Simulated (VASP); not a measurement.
The system is Sc.

```xyz
1
Lattice="0.0000 2.2600 2.2600 2.2600 0.0000 2.2600 2.2600 2.2600 0.0000" Properties=species:S:1:pos:R:3 pbc="T T T"
Sc    0.0000    0.0000    0.0000
```

| Item | Value |
| --- | --- |
| Program | VASP 6.6.1 |
| Task | relaxation of cell and atoms |
| Functional | PBE |
| Potentials or basis | VASP PAW PBE potentials, release 64 (Sc_sv) |
| Cutoff | 600 eV |
| k mesh | 10 × 10 × 10 |
| Occupations | fermi-dirac, width 0.05 eV |
| Spin | no spin polarisation |

At the start: pressure 3.9 GPa; volume 23.09 Å³/atom.

Task: How do energy, volume and symmetry change on relaxing?

Result: Over 3 steps the energy falls by 18.6 meV/atom and the volume is 24.70 Å³/atom (+7.0 %); space group Fm-3m (No. 225, to 0.05 Å).

The path:
```
step  energy change (eV)  largest force (eV/Å)  pressure (GPa)  volume (Å³)
   1              0.0000                0.0000            3.87        23.09
   2             -0.0181                0.0000           -0.60        25.00
   3             -0.0186                0.0000            0.02        24.70
```

Final structure:
```xyz
1
Lattice="0.0000 2.3115 2.3115 2.3115 0.0000 2.3115 2.3115 2.3115 0.0000" Properties=species:S:1:pos:R:3 pbc="T T T"
Sc    0.0000    0.0000    0.0000
```
